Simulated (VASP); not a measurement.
Runs of VASP 6.6.1 on Be. The structure is that of space group Fm-3m (No. 225), or close to it. The cells are those of the table. 

```tsv
task	cell	cutoff (eV)	gap on the mesh (eV)	pressure (GPa)
single point	a = 2.139 Å, angles 60.0°, 1 atom	520	none	19.5
relaxation of cell and atoms	relaxed from a = 2.232 Å, angles 60.0°, 1 atom	600	none	0.1
single point	a = 2.187 Å, angles 60.0°, 1 atom	520	none	8.5
single point	a = 2.210 Å, angles 60.0°, 1 atom	520	none	4.0
single point	a = 2.255 Å, angles 60.0°, 1 atom	520	none	-3.2
single point	a = 2.232 Å, angles 60.0°, 1 atom	520	none	0.1
single point	a = 2.305 Å, angles 60.0°, 1 atom	520	none	(b)
single point	a = 2.276 Å, angles 60.0°, 1 atom	520	none	(a)
```

Alike in all rows: level PBE; potentials or basis VASP PAW PBE potentials, release 64 (Be); no spin polarisation; k mesh 30 × 30 × 30; smearing gaussian 0.1 eV.

Task: Estimate the missing entries.

Result: (a) -6.1; (b) -9.4.

Caveats: the relaxation stopped at its first step, so nothing moved (some runs).

A gap of «none» marks levels without a gap at the run's occupations.
